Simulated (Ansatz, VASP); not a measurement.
**HgTe in VASP and in Ansatz**

Contents of INCAR:

```
SYSTEM = HgTe
ALGO = Normal
EDIFF = 1E-6
ENCUT = 520
ISIF = 2
ISMEAR = -1
LASPH = .TRUE.
LCHARG = .FALSE.
LREAL = .FALSE.
LWAVE = .FALSE.
NBANDS = 16
NELM = 100
PREC = Accurate
SIGMA = 0.03
```

File KPOINTS:

```
k-points
0
G
  11 11 11
  0 0 0
```

File POSCAR:

```
HgTe
1.0
    0.0000000000      3.2127189830      3.2127189830
    3.2127189830      0.0000000000      3.2127189830
    3.2127189830      3.2127189830      0.0000000000
Hg Te
1 1
Direct
    0.0000000000      0.0000000000      0.0000000000
    0.7500000000      0.7500000000      0.7500000000
```

Input for Ansatz:

```yaml
crystal:
  lattice:
    - [0.0, 3.212718983, 3.212718983]
    - [3.212718983, 0.0, 3.212718983]
    - [3.212718983, 3.212718983, 0.0]
  atoms:
    - { symbol: Hg, position: [0.0, 0.0, 0.0] }
    - { symbol: Te, position: [0.75, 0.75, 0.75] }
kpoints:
  mp_grid: { grid: [11, 11, 11] }
  band_path:
    path:
      - [0.0, 0.0, 0.0]
      - [-0.5, -0.5, 0.0]
      - [-0.375, -0.375, 0.25]
      - [-0.375, 0.0, 0.375]
      - [0.0, 0.0, 0.0]
      - [0.0, 0.0, 0.5]
      - [-0.5, -0.25, 0.25]
      - [-0.5, -0.5, 0.0]
    npoints: 5
scf:
  occupations: { method: fermi_dirac, width: 0.03 }
hamiltonian:
  xc: lda
  pseudopotentials: { kind: all_electron, lapw: { basis_error: 0.0005 } }
output:
  forces: true
  stress: true
  eigenvalues: true
```

Change from the starting cell: volume scaled by 0.99.

Alike in both runs: task single point; functional LDA; k mesh 11 × 11 × 11; occupations fermi-dirac, width 0.03 eV; no spin polarisation.

```csv
,VASP,Ansatz
version,VASP 6.6.1,Ansatz 0.2.0
potentials or method,"VASP PAW LDA potentials, release 64 (Hg, Te), cutoff 520 eV","all-electron LAPW, scalar-relativistic"
```

Ansatz gave:

```
pressure (GPa) : 0.2
```

Estimate VASP's values.

pressure (GPa): 0.5.

LDA's correlation is that of Perdew and Zunger in VASP and of Perdew and Wang (1992) in Ansatz. Ansatz ran all-electron here, and VASP with PAW potentials.

Spin-orbit coupling is off throughout.
